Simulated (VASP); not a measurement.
A run of VASP 6.6.1 is set up as follows.

The input INCAR:

```
SYSTEM = HfB2
PREC     = Accurate       ! precision mode
ENCUT    = 520            ! plane-wave cutoff, eV
EDIFF    = 1E-6           ! SCF threshold, eV
ISMEAR   = 0              ! smearing method
SIGMA    = 0.02           ! smearing width, eV
LREAL    = .False.        ! projectors in reciprocal space
LASPH    = .True.         ! aspherical terms in the spheres
NELM     = 100            ! most SCF steps
ALGO     = Normal         ! electronic algorithm
ISIF     = 2              ! what is computed and relaxed
LWAVE    = .False.        ! write WAVECAR
LCHARG   = .False.        ! write CHGCAR
GGA      = PE             ! functional
NBANDS   = 15             ! bands
```

Contents of KPOINTS:

```
Automatic mesh
0
Gamma
  15 15 12
  0 0 0
```

POSCAR

```
HfB2
1.0
    3.1082806596      0.0000000000      0.0000000000
   -1.5541403298      2.6918500134      0.0000000000
    0.0000000000      0.0000000000      3.4448460814
Hf B
1 2
Direct
    0.0000000000      0.0000000000      0.0000000000
    0.6666666667      0.3333333333      0.5000000000
    0.3333333333      0.6666666667      0.5000000000
```

Potentials or basis: VASP PAW PBE potentials, release 64 (Hf_pv, B).

Command:

```console
$ cat potpaw_PBE.64/Hf_pv/POTCAR potpaw_PBE.64/B/POTCAR > POTCAR
$ mpirun -np 1 vasp_std > vasp.out
```

Problem. Predict the pressure.

Solution. 9.3 GPa.

Problem. Predict the band gap on the k mesh.

Solution. Zero (band 8 reaches 8.73 eV, above the bottom of band 9 at 7.66 eV).

Stress tensor (GPa, compression positive):
```
9.48 0.00 0.00
0.00 9.48 0.00
0.00 0.00 8.94
```

Caveat: spin-orbit coupling is left out, which moves the levels of the heavy elements.
